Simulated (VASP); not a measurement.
Ta, 2 atoms in the cell. The structure is hexagonal, space group P6_3/mmc (No. 194). The conventional cell has a = 2.939 Å, b = 2.939 Å, c = 5.234 Å, α = 90.00°, β = 90.00°, γ = 120.00°. Within 3.9 Å of Ta (site symmetry -6m2) lie 12 Ta at 2.94 to 3.12 Å.  This cell differs from its parent crystal: volume scaled by 1.04.

```yaml
Program: VASP 6.6.1
Task: single point
Functional: RPBE
Dispersion: D3(BJ)
Potentials_or_basis: VASP PAW PBE potentials, release 64 (Ta_pv)
Cutoff: 520 eV
k_mesh: 11 × 11 × 5
Occupations: methfessel-paxton, width 0.2 eV
Spin: no spin polarisation
Dipole_correction: no
Further_INCAR_settings: ALGO = Normal; EDIFF = 1e-06; NBANDS = 18
```

Potentials or basis: VASP PAW PBE potentials, release 64 (Ta_pv).

Launch:

```sh
$ cat potpaw_PBE.64/Ta_pv/POTCAR > POTCAR
$ mpirun -np 1 vasp_std > vasp.out
```

Hardware: 1 thread of AMD EPYC 7R13, on a shared host.

Task: Estimate the wall time of this run.

Result: Wall time 48 s on 1 thread of AMD EPYC 7R13, on a shared host, peak memory 0.15 GiB. Counts: scf iterations 13, k points 48.
